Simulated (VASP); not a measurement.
Set up this calculation in VASP 6.6.1, as the native input.

```
Task                   : single point
Functional             : BLYP
Dispersion             : D3(BJ)
Potentials or basis    : VASP PAW PBE potentials, release 64 (Pb_d, Te)
Cutoff                 : 520 eV
k mesh                 : 7 × 7 × 7
Occupations            : fermi-dirac, width 0.05 eV
Spin                   : no spin polarisation
Dipole correction      : no
Further INCAR settings : ALGO = Normal; EDIFF = 1e-07; NBANDS = 17
```

The structure of TePb lies in POSCAR:

```
TePb
1.0
    4.0778768544      0.0000000000      0.0000000000
    0.0000000000      4.0778768544      0.0000000000
    0.0000000000      0.0000000000      4.0778768544
Pb Te
1 1
Direct
    0.0000000000      0.0000000000      0.0000000000
    0.5000000000      0.5000000000      0.5000000000
```

The input as run:

INCAR

```
SYSTEM = TePb
PREC     = Accurate       ! precision mode
ENCUT    = 520            ! plane-wave cutoff, eV
EDIFF    = 1E-7           ! SCF threshold, eV
ISMEAR   = -1             ! smearing method
SIGMA    = 0.05           ! smearing width, eV
LREAL    = .FALSE.        ! projectors in reciprocal space
LASPH    = .TRUE.         ! aspherical terms in the spheres
NELM     = 60             ! most SCF steps
ALGO     = Normal         ! electronic algorithm
ISIF     = 2              ! what is computed and relaxed
LWAVE    = .FALSE.        ! write WAVECAR
LCHARG   = .FALSE.        ! write CHGCAR
GGA      = B5             ! functional
ALDAX    = 1.0          
AGGAX    = 1.0          
AGGAC    = 1.0          
ALDAC    = 0.0          
IVDW     = 12             ! dispersion correction
VDW_S6   = 1.0          
VDW_S8   = 2.6996       
VDW_A1   = 0.4298       
VDW_A2   = 4.2359       
NBANDS   = 17             ! bands
```

KPOINTS

```
Automatic mesh
0
G
  7 7 7
  0 0 0
```

Potentials or basis: VASP PAW PBE potentials, release 64 (Pb_d, Te).

The run is started by

```bash
$ cat potpaw_PBE.64/Pb_d/POTCAR potpaw_PBE.64/Te/POTCAR > POTCAR
$ mpirun -np 1 vasp_std > vasp.out
```

Results of the run:

The pressure is 0.1 GPa. The band gap on the k mesh is zero (bands 10 and 11 overlap by 0.58 eV) and the dispersion energy per atom is -1.019 eV.

Caveat: semilocal functionals underestimate gaps, so a narrow gap can read as zero; the PAW data sets were made with another functional, which shifts forces and pressure a little; spin-orbit coupling is left out, which moves the levels of the heavy elements.

Run time: 52 s on 1 thread of Intel Xeon 8259CL, with other jobs on the host, peak memory 0.19 GiB.
